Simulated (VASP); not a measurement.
# C3OF2 (P2_1/c) in VASP: single point with PBE+D3(BJ)

Aim: the single point of C3OF2 with PBE+D3(BJ).

Everything below comes from runs of VASP 6.6.1. Logs are shortened: lines on timing, memory, paths and dates and some standing lists are left out, and cuts for length are marked.

## 1. The cell of the first run

The structure is monoclinic, space group P2_1/c (No. 14). Conventional cell: a = 6.521 Å, b = 5.351 Å, c = 8.819 Å, α = 90.00°, β = 106.90°, γ = 90.00°. Within 1.8 Å of C (site symmetry 1) lie 1 F at 1.32 Å and 2 C at 1.34 to 1.48 Å. C (site symmetry 1) has 1 F at 1.32 Å and 2 C at 1.34 to 1.48 Å within 1.8 Å. Within 1.6 Å of C (site symmetry 1) lie 1 O at 1.21 Å and 2 C at 1.48 Å. Within 1.6 Å of O (site symmetry 1) lie 1 C at 1.21 Å. F (site symmetry 1) has 1 C at 1.32 Å within 1.8 Å. Within 1.8 Å of F (site symmetry 1) lie 1 C at 1.32 Å.

## 2. Single point, PBE+D3(BJ)

INCAR reads:

```
PREC = Accurate ; ENCUT = 520
EDIFF = 1E-7 ; ISMEAR = 0
SIGMA = 0.02 ; LREAL = Auto
LASPH = T ; NELM = 80
ALGO = Normal ; ISIF = 2
LWAVE = F ; LCHARG = F
GGA = PE ; IVDW = 12
NBANDS = 82 ; KPAR = 4
```

KPOINTS reads:

```
Automatic mesh
0
Gamma
  6 6 4
```

POSCAR reads:

```
C3OF2
1.0
    6.5213000000      0.0000000000      0.0000000000
    0.0000000000      5.3508000000      0.0000000000
   -2.5629972917      0.0000000000      8.4379352239
C O F
12 4 8
Direct
    0.7175800000      0.9641600000      0.0931600000
    0.2824200000      0.4641600000      0.4068400000
    0.2824200000      0.0358400000      0.9068400000
    0.7175800000      0.5358400000      0.5931600000
    0.6713200000      0.1628600000      0.9969700000
    0.3286800000      0.6628600000      0.5030300000
    0.3286800000      0.8371400000      0.0030300000
    0.6713200000      0.3371400000      0.4969700000
    0.5493700000      0.7843700000      0.1022300000
    0.4506300000      0.2843700000      0.3977700000
    0.4506300000      0.2156300000      0.8977700000
    0.5493700000      0.7156300000      0.6022300000
    0.5909500000      0.5994900000      0.1854500000
    0.4090500000      0.0994900000      0.3145500000
    0.4090500000      0.4005100000      0.8145500000
    0.5909500000      0.9005100000      0.6854500000
    0.9139200000      0.9159200000      0.1829400000
    0.0860800000      0.4159200000      0.3170600000
    0.0860800000      0.0840800000      0.8170600000
    0.9139200000      0.5840800000      0.6829400000
    0.8182300000      0.3251400000      0.9839000000
    0.1817700000      0.8251400000      0.5161000000
    0.1817700000      0.6748600000      0.0161000000
    0.8182300000      0.1748600000      0.4839000000
```

Potentials or basis: VASP PAW PBE potentials, release 64 (C, O, F).

Started as:

```console
$ cat potpaw_PBE.64/C/POTCAR potpaw_PBE.64/O/POTCAR potpaw_PBE.64/F/POTCAR > POTCAR
$ mpirun -np 4 vasp_std > vasp.out
```

OUTCAR:

```text
PREC = Accurate
   ENCUT = 520
   EDIFF = 1E-7
   ISMEAR = 0
   LREAL = Auto
   LASPH = T
   NELM = 80
   ISIF = 2
   GGA = PE
   IVDW = 12
 IVDW          = 12

 ion  position               nearest neighbor table
   1  0.718  0.964  0.093-  17 1.32   5 1.34   9 1.48
   2  0.282  0.464  0.407-  18 1.32   6 1.34  10 1.48
   3  0.282  0.036  0.907-  19 1.32   7 1.34  11 1.48
   4  0.718  0.536  0.593-  20 1.32   8 1.34  12 1.48
   5  0.671  0.163  0.997-  21 1.32   1 1.34  11 1.48
   6  0.329  0.663  0.503-  22 1.32   2 1.34  12 1.48
   7  0.329  0.837  0.003-  23 1.32   3 1.34   9 1.48
   8  0.671  0.337  0.497-  24 1.32   4 1.34  10 1.48
   9  0.549  0.784  0.102-  13 1.21   7 1.48   1 1.48
  10  0.451  0.284  0.398-  14 1.21   8 1.48   2 1.48
  11  0.451  0.216  0.898-  15 1.21   5 1.48   3 1.48
  12  0.549  0.716  0.602-  16 1.21   6 1.48   4 1.48
  13  0.591  0.599  0.185-   9 1.21
  14  0.409  0.099  0.315-  10 1.21
  15  0.409  0.401  0.815-  11 1.21
  16  0.591  0.901  0.685-  12 1.21
  17  0.914  0.916  0.183-   1 1.32
  18  0.086  0.416  0.317-   2 1.32
  19  0.086  0.084  0.817-   3 1.32
  20  0.914  0.584  0.683-   4 1.32
  21  0.818  0.325  0.984-   5 1.32
  22  0.182  0.825  0.516-   6 1.32
  23  0.182  0.675  0.016-   7 1.32
  24  0.818  0.175  0.484-   8 1.32

  LATTYP: Found a simple monoclinic cell.
 ALAT       =     6.5213000000
 B/A-ratio  =     0.8205112478
 C/A-ratio  =     1.3522763866
 COS(beta)  =    -0.2906353947

  Lattice vectors:

 A1 = (   6.5213000000,   0.0000000000,   0.0000000000)
 A2 = (   0.0000000000,   5.3508000000,   0.0000000000)
 A3 = (  -2.5629972917,   0.0000000000,   8.4379352239)

Analysis of symmetry for initial positions (statically):
=====================================================================
 Subroutine PRICEL returns:
 Original cell was already a primitive cell.

 Routine SETGRP: Setting up the symmetry group for a
 simple monoclinic supercell.

 Subroutine GETGRP returns: Found  4 space group operations
 (whereof  2 operations were pure point group operations)
 out of a pool of  4 trial point group operations.

The static configuration has the point symmetry S_2 .
 The point group associated with its full space group is C_2h.

Analysis of symmetry for dynamics (positions and initial velocities):
=====================================================================
 Subroutine PRICEL returns:
 Original cell was already a primitive cell.

 Routine SETGRP: Setting up the symmetry group for a
 simple monoclinic supercell.

 Subroutine GETGRP returns: Found  4 space group operations
 (whereof  2 operations were pure point group operations)
 out of a pool of  4 trial point group operations.

The dynamic configuration has the point symmetry S_2 .
 The point group associated with its full space group is C_2h.

 Subroutine INISYM returns: Found  4 space group operations
 (whereof  2 operations are pure point group operations),
 and found     1 'primitive' translations

----------------------------------------------------------------------------------------

                                     Primitive cell

  volume of cell :     294.4348

  direct lattice vectors                    reciprocal lattice vectors
     6.521300000  0.000000000  0.000000000     0.153343658  0.000000000  0.046577672
     0.000000000  5.350800000  0.000000000     0.000000000  0.186887942  0.000000000
    -2.562997292  0.000000000  8.437935224     0.000000000  0.000000000  0.118512405

  length of vectors
     6.521300000  5.350800000  8.818600000     0.160261527  0.186887942  0.118512405

  position of ions in fractional coordinates (direct lattice)
     0.717580000  0.964160000  0.093160000
     0.282420000  0.464160000  0.406840000
     0.282420000  0.035840000  0.906840000
     0.717580000  0.535840000  0.593160000
     0.671320000  0.162860000  0.996970000
     0.328680000  0.662860000  0.503030000
[... 16 lines left out ...]
     0.181770000  0.674860000  0.016100000
     0.818230000  0.174860000  0.483900000

  ion indices of the primitive-cell ions
   primitive index   ion index
                 1           1
                 2           2
                 3           3
                 4           4
                 5           5
                 6           6
[... 16 lines left out ...]
                23          23
                24          24

----------------------------------------------------------------------------------------

 KPOINTS: Automatic mesh

Automatic generation of k-mesh.
 Grid dimensions read from file:
 generate k-points for:    6    6    4

 Generating k-lattice:

  Cartesian coordinates                     Fractional coordinates (reciprocal lattice)
     0.025557276  0.000000000  0.007762945     0.166666667  0.000000000  0.000000000
     0.000000000  0.031147990  0.000000000     0.000000000  0.166666667  0.000000000
     0.000000000  0.000000000  0.029628101     0.000000000  0.000000000  0.250000000

  Length of vectors
     0.026710255  0.031147990  0.029628101

  Shift w.r.t. Gamma in fractional coordinates (k-lattice)
     0.000000000  0.000000000  0.000000000

 Subroutine IBZKPT returns following result:
 ===========================================

 Found     56 irreducible k-points:

 Following reciprocal coordinates:
            Coordinates               Weight
  0.000000  0.000000  0.000000      1.000000
  0.166667  0.000000  0.000000      2.000000
  0.333333  0.000000  0.000000      2.000000
  0.500000  0.000000  0.000000      1.000000
  0.000000  0.166667  0.000000      2.000000
  0.166667  0.166667  0.000000      4.000000
[... 16 lines left out ...]
  0.000000  0.166667  0.250000      4.000000
  0.166667  0.166667  0.250000      4.000000
 [... further k-points ...]
   k-points           NKPTS =     56   k-points in BZ     NKDIM =     56   number of bands    NBANDS=     82
   number of dos      NEDOS =    301   number of ions     NIONS =     24
   total plane-waves  NPLWV = 140000
   dimension x,y,z NGX =    50 NGY =   40 NGZ =   70
   dimension x,y,z NGXF=   100 NGYF=   80 NGZF=  140
   ions per type =              12   4   8
   NGX,Y,Z   is equivalent  to a cutoff of  12.75, 12.43, 13.20 a.u.
   NGXF,Y,Z  is equivalent  to a cutoff of  25.49, 24.86, 26.39 a.u.
 SYSTEM =  unknown system
   PREC   = accura    normal or accurate (medium, high low for compatibility)
   ISTART =      0    job   : 0-new  1-cont  2-samecut
   ICHARG =      2    charge: 1-file 2-atom 10-const
   ISPIN  =      1    spin polarized calculation?
   LNONCOLLINEAR =      F non collinear calculations
   LSORBIT =      F    spin-orbit coupling
   LASPH  =      T    aspherical Exc in radial PAW
   ENCUT  =  520.0 eV  38.22 Ry    6.18 a.u.  12.13  9.95 16.40*2*pi/ulx,y,z
   NELM   =     80;   NELMIN=  2; NELMDL= -5     # of ELM steps
   EDIFF  = 0.1E-06   stopping-criterion for ELM
   LREAL  =      T    real-space projection
   EDIFFG = 0.1E-05   stopping-criterion for IOM
   NSW    =      0    number of steps for IOM
   IBRION =     -1    ionic relax: 0-MD 1-quasi-New 2-CG
   NFREE  =      0    steps in history (QN), initial steepest desc. (CG)
   ISIF   =      2    stress and relaxation
   ISYM   =      2    0-nonsym 1-usesym 2-fastsym
   POTIM  = 0.5000    time-step for ionic-motion
   TEBEG  =    0.0;   TEEND  =   0.0 temperature during run
   PSTRESS=    0.0 pullay stress
   NELECT =     128.0000    total number of electrons
   NUPDOWN=      -1.0000    fix difference up-down
   EMIN   =  10.00;   EMAX   =-10.00  energy-range for DOS
   EFERMI =   0.00;   METHOD = LEGACY
   ISMEAR =     0;   SIGMA  =   0.02  broadening in eV -4-tet -1-fermi 0-gaus
   EFERMI_NEDOS =   21; number of points for ismear=-14 and -15
   IALGO  =     38    algorithm
   IMIX   =      4    mixing-type and parameters
     AMIX     =   0.40;   BMIX     =  1.00
     AMIX_MAG =   1.60;   BMIX_MAG =  1.00
  volume/ion in A,a.u.               =      12.27        82.79
  Fermi-wavevector in a.u.,A,eV,Ry     =   1.240172  2.343585 20.926110  1.538026
  Thomas-Fermi vector in A             =   2.374624
   LORBIT       =      0    0 simple, 1 ext, 2 COOP (PROOUT), +10 PAW based schemes
   GGA     = PE    functional components
   LHFCALC =     F    Hartree Fock is set to
   AEXX    =    0.0000 exact exchange contribution
   IVDW    =    12    specifies the selected vdW correction
   LEPSILON=     F    determine dielectric tensor
   LRPA    =     F    only Hartree local field effects (RPA)
 non-spin polarized calculation
 Gauss-broadening in eV      SIGMA  =   0.02
  energy-cutoff  :      520.00
  volume of cell :      294.43
 maximum number of plane-waves:      7958
 NGX is ok and might be reduce to    50
   NGX = 25   NGY = 19   NGZ = 33

 number of electron     127.9999963 magnetization

 Free energy of the ion-electron system (eV)
  ---------------------------------------------------
  ext. energy  EPLUGINS =         0.00000000
  ---------------------------------------------------
  free energy    TOTEN  =      -161.98138567 eV

  energy without entropy =     -161.98138567  energy(sigma->0) =     -161.98138567

 E-fermi :  -0.5965     XC(G=0):  -8.5229

 val. band max:       -0.6836123098   @ k =   0.5000   0.3333   0.0000
 cond. band min:       1.0406222183   @ k =   0.5000   0.5000   0.5000
 fundamental gap:      1.7242345281
 Fermi energy:        -0.5964944003

 k-point     1 :       0.0000    0.0000    0.0000
  band No.  band energies     occupation
      1     -26.2968      2.00000
      2     -26.2244      2.00000
      3     -26.1923      2.00000
      4     -26.1583      2.00000
      5     -25.8971      2.00000
      6     -25.8738      2.00000
[... 68 lines left out ...]
     75       8.0892      0.00000
     76       8.1839      0.00000

 k-point     2 :       0.1667    0.0000    0.0000
  band No.  band energies     occupation
      1     -26.2907      2.00000
      2     -26.2236      2.00000
      3     -26.1933      2.00000
      4     -26.1647      2.00000
      5     -25.8939      2.00000
      6     -25.8712      2.00000
[... 1730 lines left out ...]
 k-point    24 :       0.1667    0.1667    0.2500
  band No.  band energies     occupation
      1     -26.2719      2.00000
      2     -26.2422      2.00000
      3     -26.1766      2.00000
      4     -26.1735      2.00000
      5     -25.8935      2.00000
      6     -25.8825      2.00000
[... 68 lines left out ...]
     75       7.9272      0.00000
     76       8.1451      0.00000

 [... further k-points ...]

 [bands above 76 left out]

------------------------ aborting loop because EDIFF is reached ----------------------------------------

 Edisp (eV)   -1.81260

 E8    (eV) :    -0.4709

  FORCE on cell =-STRESS in cart. coord.  units (eV):
  Direction    XX          YY          ZZ          XY          YZ          ZX
  --------------------------------------------------------------------------------------
  -------------------------------------------------------------------------------------
  Total       5.72182     8.17546     4.74974     0.00000     0.00000     2.02150
  in kB      31.13547    44.48705    25.84589     0.00000     0.00000    11.00005
  external pressure =       33.82 kB  Pullay stress =        0.00 kB

 VOLUME and BASIS-vectors are now :
 -----------------------------------------------------------------------------
  energy-cutoff  :      520.00
  volume of cell :      294.43
      direct lattice vectors                 reciprocal lattice vectors
     6.521300000  0.000000000  0.000000000     0.153343658  0.000000000  0.046577672
     0.000000000  5.350800000  0.000000000     0.000000000  0.186887942  0.000000000
    -2.562997292  0.000000000  8.437935224     0.000000000  0.000000000  0.118512405

 POSITION                                       TOTAL-FORCE (eV/Angst)
 -----------------------------------------------------------------------------------
      4.44079      5.15903      0.78608        -0.367802     -0.143816     -0.083078
      0.79902      2.48363      3.43289         0.367802     -0.143816      0.083078
     -0.48248      0.19177      7.65186         0.367802      0.143816      0.083078
      3.15929      2.86717      5.00505        -0.367802      0.143816     -0.083078
      1.82265      0.87143      8.41237        -0.351040      0.002259     -0.179170
      0.85416      3.54683      4.24453         0.351040      0.002259      0.179170
[... 16 lines left out ...]
      1.14411      3.61104      0.13585        -0.503378     -0.396362      0.049704
      4.09569      0.93564      4.08312         0.503378     -0.396362     -0.049704
 -----------------------------------------------------------------------------------
    total drift:                               -0.000000      0.000000      0.000000

  FREE ENERGIE OF THE ION-ELECTRON SYSTEM (eV)
  ---------------------------------------------------
  free  energy   TOTEN  =      -163.7939861206 eV

  energy  without entropy=     -163.7939861206  energy(sigma->0) =     -163.79398612
```

It took 17 min on 4 MPI ranks of AMD EPYC 7R43 (Zen 3), shared host; peak memory 0.86 GiB.

What came out:

```
Free energy                : -163.7940 eV
Pressure                   : 3.4 GPa
Largest force              : 1.251 eV/Å
Band gap on the k mesh     : 1.72 eV, indirect (least direct gap 1.73 eV)
Dispersion energy per atom : -0.076 eV
```

Forces in eV/Å, atoms in the order of the input:
```
C   -0.368 -0.144 -0.083
C    0.368 -0.144  0.083
C    0.368  0.144  0.083
C   -0.368  0.144 -0.083
C   -0.351  0.002 -0.179
C    0.351  0.002  0.179
C    0.351 -0.002  0.179
C   -0.351 -0.002 -0.179
C    0.023  0.841 -0.568
C   -0.023  0.841  0.568
C   -0.023 -0.841  0.568
C    0.023 -0.841 -0.568
O    0.055 -1.015  0.729
O   -0.055 -1.015 -0.729
O   -0.055  1.015 -0.729
O    0.055  1.015  0.729
F    0.495 -0.147  0.378
F   -0.495 -0.147 -0.378
F   -0.495  0.147 -0.378
F    0.495  0.147  0.378
F    0.503  0.396 -0.050
F   -0.503  0.396  0.050
F   -0.503 -0.396  0.050
F    0.503 -0.396 -0.050
```

Levels at points of the mesh, in eV from the valence-band top:
| k point | band 62 | band 63 | band 64 | band 65 | band 66 | band 67 |
| --- | --- | --- | --- | --- | --- | --- |
| (0.00, 0.00, 0.00) | -0.44 | -0.10 | -0.08 | 1.96 | 2.47 | 4.54 |
| (0.50, 0.00, 0.00) | -0.47 | -0.08 | -0.03 | 1.96 | 2.44 | 5.17 |
| (0.00, 0.50, 0.00) | -0.50 | -0.08 | -0.08 | 1.76 | 1.76 | 5.18 |
| (0.50, 0.50, 0.00) | -0.50 | -0.02 | -0.02 | 1.75 | 1.75 | 5.15 |
| (0.00, 0.00, 0.50) | -0.51 | -0.09 | -0.09 | 2.25 | 2.25 | 5.16 |
| (0.50, 0.00, 0.50) | -0.47 | -0.05 | -0.05 | 2.23 | 2.23 | 5.25 |
| (0.00, 0.50, 0.50) | -0.47 | -0.09 | -0.09 | 1.74 | 1.74 | 5.18 |
| (0.50, 0.50, 0.50) | -0.48 | -0.01 | -0.01 | 1.72 | 1.72 | 5.15 |

Caveat: forces of over 1 eV/Å act on the atoms, so gaps and moduli don't describe the material at rest.
